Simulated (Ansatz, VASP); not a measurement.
**Two plane-wave programs on Cu**

Contents of INCAR:

```
SYSTEM = Cu
PREC = Accurate
ENCUT = 520
EDIFF = 1E-6
ISMEAR = 0
SIGMA = 0.1
LREAL = .False.
LASPH = .True.
NELM = 80
ALGO = Normal
ISIF = 2
LWAVE = .False.
LCHARG = .False.
GGA = CA
NBANDS = 18
```

File KPOINTS:

```
regular mesh
0
Gamma
  18 18 10
  0 0 0
```

File POSCAR:

```
Cu
1.0
    2.5558899012      0.0000000000      0.0000000000
   -1.2779449506      2.2134655837      0.0000000000
    0.0000000000      0.0000000000      3.9011848506
Cu
2
Direct
    0.3333333300      0.6666666700      0.2500000000
    0.6666666700      0.3333333300      0.7500000000
```

Input for Ansatz:

```yaml
crystal:
  lattice:
    - [2.5558899012, 0.0, 0.0]
    - [-1.2779449506, 2.2134655837, 0.0]
    - [0.0, 0.0, 3.9011848506]
  atoms:
    - { symbol: Cu, position: [0.33333333, 0.66666667, 0.25] }
    - { symbol: Cu, position: [0.66666667, 0.33333333, 0.75] }
basis:
  ecutwfc: 420
kpoints:
  mp_grid: { grid: [18, 18, 10] }
hamiltonian:
  xc: lda
scf:
  occupations: { method: gaussian, width: 0.1 }
output:
  forces: true
  stress: true
  eigenvalues: true
```

Alike in both runs: task single point; functional LDA; k mesh 18 × 18 × 10; occupations gaussian, width 0.1 eV; no spin polarisation.

|  | VASP | Ansatz |
| --- | --- | --- |
| version | VASP 6.6.1 | Ansatz 0.2.0 |
| potentials or method | VASP PAW LDA potentials, release 64 (Cu), cutoff 520 eV | scalar-relativistic, plane waves, PAW |
| valence electrons in the cell | 22 | 38 |

Ansatz gave:

| Item | Value |
| --- | --- |
| gap on the k mesh at the Fermi level (eV) | none |
| pressure (GPa) | -1.4 |
| traceless stress, the component that is largest in VASP (GPa) | 8.55 |

Question: Which values does VASP return?

Answer: gap on the k mesh at the Fermi level (eV): none; pressure (GPa): -0.2; traceless stress, the component that is largest in VASP (GPa): 8.53.

LDA's correlation is that of Perdew and Zunger in VASP and of Perdew and Wang (1992) in Ansatz. A gap of «none» marks a metal or a gap that the smearing closes. VASP's potentials hold 22 valence electrons a cell and Ansatz's 38, so a difference there can come from the potentials and not from the codes.
